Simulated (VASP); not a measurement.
# BiPd (Sobolevskite) (P6_3/mmc) in VASP: further runs, part 2 of 2

VASP 6.6.1.

## 3. Relaxation of volume and atoms at fixed shape, LDA

This run uses another cell than the first one, of 22.04 Å³/atom, 1.023 times its volume.

Input file INCAR:

```
SYSTEM = BiPd
  PREC = Accurate
  ENCUT = 600
  EDIFF = 1E-7
  ISMEAR = -1
  SIGMA = 0.05
  LREAL = .FALSE.
  LASPH = .TRUE.
  NELM = 60
  ALGO = Normal
  ISIF = 8
  LWAVE = .FALSE.
  LCHARG = .FALSE.
  IBRION = 2
  NSW = 80
  EDIFFG = -0.02
```

Input file KPOINTS:

```
regular mesh
0
G
  6 6 4
  0 0 0
```

Input file POSCAR:

```
BiPd
1.0
    4.2300000000      0.0000000000      0.0000000000
   -2.1150000000      3.6632874600      0.0000000000
    0.0000000000      0.0000000000      5.6900000000
Bi Pd
2 2
Direct
    0.3333333333      0.6666666667      0.2500000000
    0.6666666667      0.3333333333      0.7500000000
    0.0000000000      0.0000000000      0.0000000000
    0.0000000000      0.0000000000      0.5000000000
```

Potentials or basis: VASP PAW LDA potentials, release 64 (Bi_d, Pd).

On the command line:

```
$ cat potpaw_LDA.64/Bi_d/POTCAR potpaw_LDA.64/Pd/POTCAR > POTCAR
$ mpirun -np 1 vasp_std > vasp.out
```

OUTCAR:

```text
SYSTEM = BiPd
   PREC = Accurate
   ENCUT = 600
   EDIFF = 1E-7
   ISMEAR = -1
   LREAL = .FALSE.
   LASPH = .TRUE.
   NELM = 60
   ISIF = 8
   IBRION = 2
   NSW = 80
   EDIFFG = -0.02

 ion  position               nearest neighbor table
   1  0.333  0.667  0.250-   3 2.83   4 2.83   3 2.83   4 2.83   3 2.83   4 2.83   2 3.75   2 3.75
                             2 3.75   2 3.75   2 3.75   2 3.75
   2  0.667  0.333  0.750-   3 2.83   4 2.83   3 2.83   4 2.83   3 2.83   4 2.83   1 3.75   1 3.75
                             1 3.75   1 3.75   1 3.75   1 3.75
   3  0.000  0.000  0.000-   1 2.83   2 2.83   2 2.83   1 2.83   2 2.83   1 2.83   4 2.85   4 2.85

   4  0.000  0.000  0.500-   1 2.83   2 2.83   2 2.83   1 2.83   2 2.83   1 2.83   3 2.85   3 2.85

  LATTYP: Found a hexagonal cell.
 ALAT       =     4.2300000000
 C/A-ratio  =     1.3451536643

  Lattice vectors:

 A1 = (   4.2300000000,   0.0000000000,   0.0000000000)
 A2 = (  -2.1150000000,   3.6632874600,   0.0000000000)
 A3 = (   0.0000000000,   0.0000000000,   5.6900000000)

Analysis of symmetry for initial positions (statically):
=====================================================================
 Subroutine PRICEL returns:
 Original cell was already a primitive cell.

 Routine SETGRP: Setting up the symmetry group for a
 hexagonal supercell.

 Subroutine GETGRP returns: Found 24 space group operations
 (whereof 12 operations were pure point group operations)
 out of a pool of 24 trial point group operations.

The static configuration has the point symmetry D_3d.
 The point group associated with its full space group is D_6h.

Analysis of symmetry for dynamics (positions and initial velocities):
=====================================================================
 Subroutine PRICEL returns:
 Original cell was already a primitive cell.

 Routine SETGRP: Setting up the symmetry group for a
 hexagonal supercell.

 Subroutine GETGRP returns: Found 24 space group operations
 (whereof 12 operations were pure point group operations)
 out of a pool of 24 trial point group operations.

The dynamic configuration has the point symmetry D_3d.
 The point group associated with its full space group is D_6h.

 Subroutine INISYM returns: Found 24 space group operations
 (whereof 12 operations are pure point group operations),
 and found     1 'primitive' translations

----------------------------------------------------------------------------------------

                                     Primitive cell

  volume of cell :      88.1706

  direct lattice vectors                    reciprocal lattice vectors
     4.230000000  0.000000000  0.000000000     0.236406619  0.136489425  0.000000000
    -2.115000000  3.663287460  0.000000000     0.000000000  0.272978851  0.000000000
     0.000000000  0.000000000  5.690000000     0.000000000  0.000000000  0.175746924

  length of vectors
     4.230000000  4.230000002  5.690000000     0.272978851  0.272978851  0.175746924

  position of ions in fractional coordinates (direct lattice)
     0.333333333  0.666666667  0.250000000
     0.666666667  0.333333333  0.750000000
     0.000000000  0.000000000  0.000000000
     0.000000000  0.000000000  0.500000000

  ion indices of the primitive-cell ions
   primitive index   ion index
                 1           1
                 2           2
                 3           3
                 4           4

----------------------------------------------------------------------------------------

 KPOINTS: regular mesh

Automatic generation of k-mesh.
 Grid dimensions read from file:
 generate k-points for:    6    6    4

 Generating k-lattice:

  Cartesian coordinates                     Fractional coordinates (reciprocal lattice)
     0.039401103  0.022748238  0.000000000     0.166666667  0.000000000  0.000000000
     0.000000000  0.045496475  0.000000000     0.000000000  0.166666667  0.000000000
     0.000000000  0.000000000  0.043936731     0.000000000  0.000000000  0.250000000

  Length of vectors
     0.045496475  0.045496475  0.043936731

  Shift w.r.t. Gamma in fractional coordinates (k-lattice)
     0.000000000  0.000000000  0.000000000

 Subroutine IBZKPT returns following result:
 ===========================================

 Found     21 irreducible k-points:

 Following reciprocal coordinates:
            Coordinates               Weight
  0.000000  0.000000  0.000000      1.000000
  0.166667  0.000000  0.000000      6.000000
  0.333333  0.000000  0.000000      6.000000
  0.500000  0.000000  0.000000      3.000000
  0.166667  0.166667  0.000000      6.000000
  0.333333  0.166667  0.000000     12.000000
[... 13 lines left out ...]
  0.333333  0.166667  0.500000     12.000000
  0.333333  0.333333  0.500000      2.000000
   k-points           NKPTS =     21   k-points in BZ     NKDIM =     21   number of bands    NBANDS=     30
   number of dos      NEDOS =    301   number of ions     NIONS =      4
   total plane-waves  NPLWV =  62208
   dimension x,y,z NGX =    36 NGY =   36 NGZ =   48
   dimension x,y,z NGXF=    72 NGYF=   72 NGZF=   96
   ions per type =               2   2
   NGX,Y,Z   is equivalent  to a cutoff of  14.15, 14.15, 14.02 a.u.
   NGXF,Y,Z  is equivalent  to a cutoff of  28.30, 28.30, 28.05 a.u.
 SYSTEM =  BiPd
   PREC   = accura    normal or accurate (medium, high low for compatibility)
   ISTART =      0    job   : 0-new  1-cont  2-samecut
   ICHARG =      2    charge: 1-file 2-atom 10-const
   ISPIN  =      1    spin polarized calculation?
   LNONCOLLINEAR =      F non collinear calculations
   LSORBIT =      F    spin-orbit coupling
   LASPH  =      T    aspherical Exc in radial PAW
   ENCUT  =  600.0 eV  44.10 Ry    6.64 a.u.   8.45  8.45 11.36*2*pi/ulx,y,z
   NELM   =     60;   NELMIN=  2; NELMDL= -5     # of ELM steps
   EDIFF  = 0.1E-06   stopping-criterion for ELM
   LREAL  =      F    real-space projection
   EDIFFG = -.2E-01   stopping-criterion for IOM
   NSW    =     80    number of steps for IOM
   IBRION =      2    ionic relax: 0-MD 1-quasi-New 2-CG
   NFREE  =      1    steps in history (QN), initial steepest desc. (CG)
   ISIF   =      8    stress and relaxation
   ISYM   =      2    0-nonsym 1-usesym 2-fastsym
   POTIM  = 0.5000    time-step for ionic-motion
   TEBEG  =    0.0;   TEEND  =   0.0 temperature during run
   PSTRESS=    0.0 pullay stress
   NELECT =      50.0000    total number of electrons
   NUPDOWN=      -1.0000    fix difference up-down
   EMIN   =  10.00;   EMAX   =-10.00  energy-range for DOS
   EFERMI =   0.00;   METHOD = LEGACY
   ISMEAR =    -1;   SIGMA  =   0.05  broadening in eV -4-tet -1-fermi 0-gaus
   EFERMI_NEDOS =   21; number of points for ismear=-14 and -15
   IALGO  =     38    algorithm
   IMIX   =      4    mixing-type and parameters
     AMIX     =   0.40;   BMIX     =  1.00
     AMIX_MAG =   1.60;   BMIX_MAG =  1.00
  volume/ion in A,a.u.               =      22.04       148.75
  Fermi-wavevector in a.u.,A,eV,Ry     =   1.355055  2.560683 24.982668  1.836174
  Thomas-Fermi vector in A             =   2.482175
   LORBIT       =      0    0 simple, 1 ext, 2 COOP (PROOUT), +10 PAW based schemes
   GGA     = CA    functional components
   LHFCALC =     F    Hartree Fock is set to
   AEXX    =    0.0000 exact exchange contribution
   IVDW    =     0    specifies the selected vdW correction
   LEPSILON=     F    determine dielectric tensor
   LRPA    =     F    only Hartree local field effects (RPA)
 conjugate gradient relaxation of ions
 non-spin polarized calculation
  energy-cutoff  :      600.00
  volume of cell :       88.17
 maximum number of plane-waves:      2993
 NGX is ok and might be reduce to    36
   NGX = 17   NGY = 17   NGZ = 23

--------------------------------------- Ionic step        1  -------------------------------------------

 number of electron      50.0000012 magnetization

 Free energy of the ion-electron system (eV)
  ---------------------------------------------------
  ext. energy  EPLUGINS =         0.00000000
  ---------------------------------------------------
  free energy    TOTEN  =       -23.43384058 eV

  energy without entropy =      -23.41561638  energy(sigma->0) =      -23.42472848

------------------------ aborting loop because EDIFF is reached ----------------------------------------

  FORCE on cell =-STRESS in cart. coord.  units (eV):
  Direction    XX          YY          ZZ          XY          YZ          ZX
  --------------------------------------------------------------------------------------
  -------------------------------------------------------------------------------------
  Total       -0.9535498     -0.9535498     -1.6038554     -0.0000000      0.0000000      0.0000000
  in kB      -17.3272772    -17.3272772    -29.1442007     -0.0000000      0.0000000      0.0000000
  external PRESSURE =     -21.2662517 kB  Pullay stress =       0.0000000 kB
[... 61 lines left out ...]
  energy  without entropy=      -23.4097887552  energy(sigma->0) =      -23.41896084

--------------------------------------- Ionic step        3  -------------------------------------------

 number of electron      50.0000011 magnetization

 Free energy of the ion-electron system (eV)
  ---------------------------------------------------
  ext. energy  EPLUGINS =         0.00000000
  ---------------------------------------------------
  free energy    TOTEN  =       -23.44524459 eV

  energy without entropy =      -23.42706572  energy(sigma->0) =      -23.43615515

 E-fermi :   9.0201     XC(G=0): -11.7298

 val. band max:        8.9860252971   @ k =   0.1667   0.0000   0.0000
 cond. band min:       9.0858794853   @ k =   0.3333   0.1667   0.0000
 fundamental gap:      0.0998541883
 Fermi energy:         9.0200560369

 k-point     1 :       0.0000    0.0000    0.0000
  band No.  band energies     occupation
      1     -13.7227      2.00000
      2     -13.7227      2.00000
      3     -13.6813      2.00000
      4     -13.6813      2.00000
      5     -13.6720      2.00000
      6     -13.6720      2.00000
[... 713 lines left out ...]
  FREE ENERGIE OF THE ION-ELECTRON SYSTEM (eV)
  ---------------------------------------------------
  free  energy   TOTEN  =       -23.4452445875 eV

  energy  without entropy=      -23.4270657178  energy(sigma->0) =      -23.43615515

 reached required accuracy - stopping structural energy minimisation
```

CONTCAR:

```text
BiPd
   1.00000000000000
     4.2029114647315646    0.0000000000000000    0.0000000000000000
    -2.1014557323657823    3.6398281002934687    0.0000000000000000
     0.0000000000000000    0.0000000000000000    5.6535617575230743
  Bi              Pd
     2     2
Direct
     0.3333333332999970    0.6666666667000030    0.2500000000000000
     0.6666666667000030    0.3333333332999970    0.7500000000000000
     0.0000000000000000    0.0000000000000000    0.0000000000000000
     0.0000000000000000    0.0000000000000000    0.5000000000000000

  0.00000000E+00  0.00000000E+00  0.00000000E+00
  0.00000000E+00  0.00000000E+00  0.00000000E+00
  0.00000000E+00  0.00000000E+00  0.00000000E+00
  0.00000000E+00  0.00000000E+00  0.00000000E+00
```

It took 1.7 min on 1 thread of AMD EPYC 9R45 (Zen 5), shared host; peak memory 0.2 GiB.

Results:

* Free energy: -23.4452 eV
* Relaxed volume: 21.62 Å³/atom
* Relaxed cell: a = 4.203 Å, b = 4.203 Å, c = 5.654 Å, α = 90.00°, β = 90.00°, γ = 120.00°
* Space group after relaxing (to 0.05 Å): P6_3/mmc (No. 194)
* Energy gained by relaxing: 2.9 meV/atom
* Ionic steps: 3
* Pressure after relaxing: 0.0 GPa
* Band gap on the k mesh: zero (band 25 reaches 11.55 eV, above the bottom of band 26 at 7.49 eV)

Stress tensor (GPa, compression positive):
```
 0.35  0.00  0.00
 0.00  0.35  0.00
 0.00  0.00 -0.78
```

Step by step:
| step | energy change (eV) | largest force (eV/Å) | pressure (GPa) | volume (Å³) |
| --- | --- | --- | --- | --- |
| 1 | 0.0000 | 0.0000 | -2.13 | 88.17 |
| 2 | 0.0057 | 0.0000 | 2.82 | 84.49 |
| 3 | -0.0114 | 0.0000 | -0.03 | 86.49 |

Final structure:
```yaml
crystal:
  lattice:
    - [4.20291, 0.00000, 0.00000]
    - [-2.10146, 3.63983, 0.00000]
    - [0.00000, 0.00000, 5.65356]
  atoms:
    - { symbol: Bi, position: [0.33333, 0.66667, 0.25000] }
    - { symbol: Bi, position: [0.66667, 0.33333, 0.75000] }
    - { symbol: Pd, position: [0.00000, 0.00000, 0.00000] }
    - { symbol: Pd, position: [0.00000, 0.00000, 0.50000] }
```

Caveat: spin-orbit coupling is left out, which moves the levels of the heavy elements. Zero-point motion and thermal expansion aren't in these numbers.
